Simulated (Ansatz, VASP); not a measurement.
**KTi in VASP and in Ansatz**

```
K Ti
1.0
     3.66547    0.00000    0.00000
     0.00000    3.66547    0.00000
     0.00000    0.00000   11.01932
K Ti
2 2
Cartesian
  0.0000 1.8327 3.3081
  1.8327 0.0000 7.7112
  0.0000 0.0000 0.0000
  1.8327 1.8327 0.0000
```

Alike in both runs: functional PBE; k mesh 6 × 6 × 2; occupations gaussian, width 0.1 eV; no spin polarisation.

Ansatz relaxed the structure, and its values are those at the end. VASP's run is a single point on that final structure, the one shown.

|  | VASP | Ansatz |
| --- | --- | --- |
| version | VASP 6.6.1 | Ansatz 0.2.0 |
| potentials or method | VASP PAW PBE potentials, release 64 (K_sv, Ti_sv), cutoff 520 eV | scalar-relativistic, plane waves, PAW |
| valence electrons in the cell | 42 | 42 |

|  | VASP | Ansatz | Ansatz less VASP |
| --- | --- | --- | --- |
| gap on the k mesh at the Fermi level (eV) | none | none | - |
| pressure (GPa) | 0.0 | 0.0 | +0.03 |

A gap of «none» marks a metal or a gap that the smearing closes.
